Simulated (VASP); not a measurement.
Set up this calculation in VASP 6.6.1, as the native input.

* Task: single point
* Functional: PBEsol
* Potentials or basis: VASP PAW PBE potentials, release 64 (B, N)
* Cutoff: 520 eV
* k mesh: 7 × 7 × 7
* Occupations: gaussian, width 0.01 eV
* Spin: no spin polarisation
* Dipole correction: no
* Further INCAR settings: ALGO = Normal; EDIFF = 1e-07; NBANDS = 11

The structure of BN (Qingsongite) lies in POSCAR:

```
BN
1.0
    0.0000000000      1.8075000000      1.8075000000
    1.8075000000      0.0000000000      1.8075000000
    1.8075000000      1.8075000000      0.0000000000
B N
1 1
Direct
    0.0000000000      0.0000000000      0.0000000000
    0.2500000000      0.2500000000      0.2500000000
```

One way to write it, as run:

INCAR

```
SYSTEM = BN
ALGO = Normal
EDIFF = 1E-7
ENCUT = 520
GGA = PS
ISIF = 2
ISMEAR = 0
LASPH = .TRUE.
LCHARG = .TRUE.
LELF = .TRUE.
LREAL = .FALSE.
LVHAR = .TRUE.
LWAVE = .FALSE.
NBANDS = 11
NELM = 80
PREC = Accurate
SIGMA = 0.01
```

KPOINTS

```
k-points
0
G
  7 7 7
  0 0 0
```

Potentials or basis: VASP PAW PBE potentials, release 64 (B, N).

Launch:

```sh
$ cat potpaw_PBE.64/B/POTCAR potpaw_PBE.64/N/POTCAR > POTCAR
$ mpirun -np 1 vasp_std > vasp.out
```

Results of the run:

```
Pressure               : -2.3 GPa
Band gap on the k mesh : 4.53 eV, indirect (least direct gap 8.76 eV)
```

Caveat: the k points lie up to 0.43 Å⁻¹ apart; the PAW data sets were made with another functional, which shifts forces and pressure a little.

Run time: 5.1 s on 1 thread of Intel(R) Xeon(R) Platinum 8259CL CPU @ 2.50GHz (Skylake/Cascade Lake), with other jobs on the host, peak memory 0.11 GiB.
